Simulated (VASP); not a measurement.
A run of VASP 6.6.1 is set up as follows.

Contents of INCAR:

```
SYSTEM = C
ALGO     = Normal         ! electronic algorithm
EDIFF    = 1E-7           ! SCF threshold, eV
ENCUT    = 520            ! plane-wave cutoff, eV
GGA      = PE             ! functional
ISIF     = 2              ! what is computed and relaxed
ISMEAR   = 0              ! smearing method
LASPH    = .True.         ! aspherical terms in the spheres
LCHARG   = .True.         ! write CHGCAR
LELF     = .True.         ! ELF
LREAL    = .False.        ! projectors in reciprocal space
LVHAR    = .True.       
LWAVE    = .False.        ! write WAVECAR
NBANDS   = 21             ! bands
NELM     = 60             ! most SCF steps
PREC     = Accurate       ! precision mode
SIGMA    = 0.1            ! smearing width, eV
```

The input KPOINTS:

```
k-points
0
Gamma
  6 6 6
  0 0 0
```

File POSCAR:

```
C
1.0
    1.7984839800     -3.8826757500      0.0000000000
    1.7984839800      3.8826757500      0.0000000000
    0.0000000000      0.0000000000      2.5072694800
C
6
Direct
    0.0103742300      0.4026880100      0.2500000000
    0.4026880100      0.0103742300      0.7500000000
    0.5973119900      0.9896257700      0.2500000000
    0.9896257700      0.5973119900      0.7500000000
    0.4430938800      0.5569061200      0.2500000000
    0.5569061200      0.4430938800      0.7500000000
```

Potentials or basis: VASP PAW PBE potentials, release 64 (C).

Run with:

```bash
$ cat potpaw_PBE.64/C/POTCAR > POTCAR
$ mpirun -np 1 vasp_std > vasp.out
```

Q: Estimate the largest force.

A: 1.162 eV/Å.

Q: Predict the pressure.

A: 28.8 GPa.

Q: Estimate the band gap on the k mesh.

A: 3.21 eV (least direct gap 3.28 eV).

Stress tensor (GPa, compression positive):
```
70.14  0.00  0.00
 0.00 11.55  0.00
 0.00  0.00  4.80
```

Caveat: the cell stands under pressure; forces of over 1 eV/Å act on the atoms, so gaps and moduli don't describe the material at rest. A k mesh can miss the band edges.
